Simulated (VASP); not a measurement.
Input of a VASP 6.6.1 run:

Contents of INCAR:

```
PREC     = Accurate       # precision mode
ENCUT    = 520            # plane-wave cutoff, eV
EDIFF    = 1E-6           # SCF threshold, eV
ISMEAR   = -1             # smearing method
SIGMA    = 0.1            # smearing width, eV
LREAL    = False          # projectors in reciprocal space
LASPH    = True           # aspherical terms in the spheres
NELM     = 60             # most SCF steps
ALGO     = Normal         # electronic algorithm
ISIF     = 2              # what is computed and relaxed
LWAVE    = False          # write WAVECAR
LCHARG   = True           # write CHGCAR
GGA      = PS             # functional
LELF     = True           # ELF
LVHAR    = True         
NBANDS   = 13             # bands
```

Contents of KPOINTS:

```
Automatic mesh
0
Gamma
  17 17 17
```

The input POSCAR:

```
Sn
1.0
   -1.5771214104      1.5771214104      1.5771214104
    1.5771214104     -1.5771214104      1.5771214104
    1.5771214104      1.5771214104     -1.5771214104
Sn
1
Direct
    0.0000000000      0.0000000000      0.0000000000
```

Potentials or basis: VASP PAW PBE potentials, release 64 (Sn_d).

Run with:

```bash
$ cat potpaw_PBE.64/Sn_d/POTCAR > POTCAR
$ mpirun -np 1 vasp_std > vasp.out
```

(1) Estimate the pressure.

(2) Estimate the band gap on the k mesh.

## Answers

(1) 98.2 GPa.

(2) zero (band 7 reaches 29.30 eV, above the bottom of band 8 at 12.13 eV).

Caveat: the PAW data sets were made with another functional, which shifts forces and pressure a little; spin-orbit coupling is left out, which moves the levels of the heavy elements.
